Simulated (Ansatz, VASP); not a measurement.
# Si3Ge: VASP beside Ansatz

The input POSCAR:

```
Si3Ge
1.0
    3.7679544322      0.0000000000      0.0000000000
    0.0000000000      3.8880966177      0.0000000000
    0.0000000000      0.0000000000      5.4836775972
Si Ge
3 1
Direct
    0.5000000000      0.0000000000      0.7568927688
    0.5000000000      0.5000000000     -0.0020251618
    0.0000000000      0.5000000000      0.2473100897
    0.0000000000      0.0000000000      0.4978223033
```

Contents of INCAR.step1:

```
SYSTEM = Si3Ge
PREC = Accurate ; ENCUT = 520
ISMEAR = -1 ; SIGMA = 0.02
LREAL = .FALSE. ; LASPH = .TRUE.
NELM = 100 ; NBANDS = 21
GGA = PE ; ALGO = Normal
EDIFF = 1E-4 ; LWAVE = .TRUE.
LCHARG = .FALSE.
```

The input INCAR.step2:

```
SYSTEM = Si3Ge
PREC = Accurate ; ENCUT = 520
EDIFF = 1E-6 ; ISMEAR = -1
SIGMA = 0.02 ; LREAL = .FALSE.
LASPH = .TRUE. ; NELM = 100
ALGO = Normal ; ISIF = 2
LWAVE = .FALSE. ; LCHARG = .FALSE.
METAGGA = R2SCAN ; LMIXTAU = .TRUE.
NBANDS = 21 ; ISTART = 1
```

Contents of KPOINTS:

```
Automatic mesh
0
G
  6 6 6
  0 0 0
```

Input for Ansatz:

```yaml
crystal:
  lattice:
    - [3.7679544322, 0.0, 0.0]
    - [0.0, 3.8880966177, 0.0]
    - [0.0, 0.0, 5.4836775972]
  atoms:
    - { symbol: Si, position: [0.5, 0.0, 0.7568927688] }
    - { symbol: Si, position: [0.5, 0.5, -0.0020251618] }
    - { symbol: Si, position: [0.0, 0.5, 0.2473100897] }
    - { symbol: Ge, position: [0.0, 0.0, 0.4978223033] }
kpoints:
  mp_grid: { grid: [6, 6, 6] }
  band_path:
    path:
      - [0.0, 0.0, 0.0]
      - [0.0, 0.5, 0.0]
      - [0.5, 0.5, 0.0]
      - [0.0, 0.0, 0.5]
      - [0.0, 0.5, 0.5]
      - [0.5, 0.5, 0.5]
    npoints: 1
hamiltonian:
  xc: r2scan
scf:
  occupations: { method: fermi_dirac, width: 0.02 }
  n_extra_bands: 5
output:
  forces: true
  stress: true
  eigenvalues: true
```

Change from the starting cell: uniaxial_x strain -3.1%.

Alike in both runs: task single point; functional r2SCAN; k mesh 6 × 6 × 6; occupations fermi-dirac, width 0.02 eV; no spin polarisation.

```csv
,VASP,Ansatz
version,VASP 6.6.1,Ansatz 0.2.0
potentials or method,"VASP PAW PBE potentials, release 64 (Si, Ge_d)","plane waves, PAW"
plane-wave cutoff (eV),520,500
valence electrons in the cell,26,26
```

Ansatz gave:

| Quantity | Value |
| --- | --- |
| pressure (GPa) | 3.1 |
| traceless stress, the component that is largest in VASP (GPa) | 3.22 |
| rms of the force components (eV/Å) | 0.002 |

Q: What did VASP give for the same quantities?

A: Pressure (GPa): 2.9; traceless stress, the component that is largest in VASP (GPa): 3.23; rms of the force components (eV/Å): 0.008.

VASP's potentials were made for PBE, not for r2SCAN. Atom by atom the forces differ by 0.009 eV/Å (rms over components). The functional is the same, so the differences come from potentials, cutoffs and numerics.
